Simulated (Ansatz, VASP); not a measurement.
This is a calculation of Sn for Ansatz 0.2.0.

Contents of input.yaml:

```yaml
crystal:
  lattice:
    - [-1.8946518192, 1.8946518192, 1.8946518192]
    - [1.8946518192, -1.8946518192, 1.8946518192]
    - [1.8946518192, 1.8946518192, -1.8946518192]
  atoms:
    - { symbol: Sn, position: [0.0, 0.0, 0.0] }
hamiltonian:
  xc: pbe0
  pseudopotentials: { kind: paw }
kpoints:
  mp_grid: { grid: [5, 5, 5] }
scf:
  occupations: { method: fermi_dirac, width: 0.05 }
output:
  forces: true
  stress: true
  eigenvalues: true
relax:
  f_tol: 0.01
  max_steps: 40
  cell: { stress_tol: 0.05 }
```

Potentials or basis: Ansatz PAW.

The run is started by

```bash
$ ansatz run input.yaml --threads 2 --pin off --max-ram 5632MiB --backend cpu --events-out ev --progress --plain --runs-dir out
```

Translate it to VASP 6.6.1. Potentials there: VASP PAW PBE potentials, release 64 (Sn_d).

As run (the cutoff follows the program's own potentials):

File POSCAR:

```
Sn
1.0
   -1.8946518192      1.8946518192      1.8946518192
    1.8946518192     -1.8946518192      1.8946518192
    1.8946518192      1.8946518192     -1.8946518192
Sn
1
Direct
    0.0000000000      0.0000000000      0.0000000000
```

Contents of INCAR.step1:

```
SYSTEM = Sn
PREC     = Accurate       ! precision mode
ENCUT    = 600            ! plane-wave cutoff, eV
EDIFF    = 1E-5           ! SCF threshold, eV
ISMEAR   = -1             ! smearing method
SIGMA    = 0.05           ! smearing width, eV
LREAL    = .False.        ! projectors in reciprocal space
LASPH    = .True.         ! aspherical terms in the spheres
NELM     = 100            ! most SCF steps
ALGO     = Normal         ! electronic algorithm
LWAVE    = .True.         ! write WAVECAR
LCHARG   = .False.        ! write CHGCAR
GGA      = PE             ! functional
NBANDS   = 13             ! bands
```

The input INCAR.step2:

```
SYSTEM = Sn
PREC     = Accurate       ! precision mode
ENCUT    = 600            ! plane-wave cutoff, eV
EDIFF    = 1E-7           ! SCF threshold, eV
ISMEAR   = -1             ! smearing method
SIGMA    = 0.05           ! smearing width, eV
LREAL    = .False.        ! projectors in reciprocal space
LASPH    = .True.         ! aspherical terms in the spheres
NELM     = 100            ! most SCF steps
ALGO     = Normal         ! electronic algorithm
ISIF     = 3              ! what is computed and relaxed
LWAVE    = .False.        ! write WAVECAR
LCHARG   = .False.        ! write CHGCAR
GGA      = PE             ! functional
LHFCALC  = .True.         ! exact exchange
AEXX     = 0.25           ! exact-exchange fraction
PRECFOCK = Normal       
IBRION   = 2              ! ionic algorithm
NSW      = 60             ! ionic steps
EDIFFG   = -0.01          ! ionic threshold
ISTART   = 1
```

KPOINTS

```
regular mesh
0
Gamma
  5 5 5
  0 0 0
```

Potentials or basis: VASP PAW PBE potentials, release 64 (Sn_d).

Launch:

```console
$ cat potpaw_PBE.64/Sn_d/POTCAR > POTCAR
$ cp INCAR.step1 INCAR
$ mpirun -np 1 vasp_std > vasp.out
$ cp INCAR.step2 INCAR
$ mpirun -np 1 vasp_std > vasp.out
```

Both were run:

|  | VASP | Ansatz | Ansatz less VASP |
| --- | --- | --- | --- |
| gap on the k mesh at the Fermi level, each at its own relaxed structure (eV) | none | none | - |
| relaxed volume (Å³/atom) | 28.16 | 28.27 | +0.106 |
| relaxed length of the cell vector where the two differ most in proportion (Å) | 3.320 | 3.324 | +0.0042 |

A gap of «none» marks a metal or a gap that the smearing closes.

The k mesh is coarse, so the values compare programs but aren't converged. Noted on Ansatz's run: the plane-wave basis is chosen anew once the cell has moved, so the energies of steps on either side of that aren't comparable.
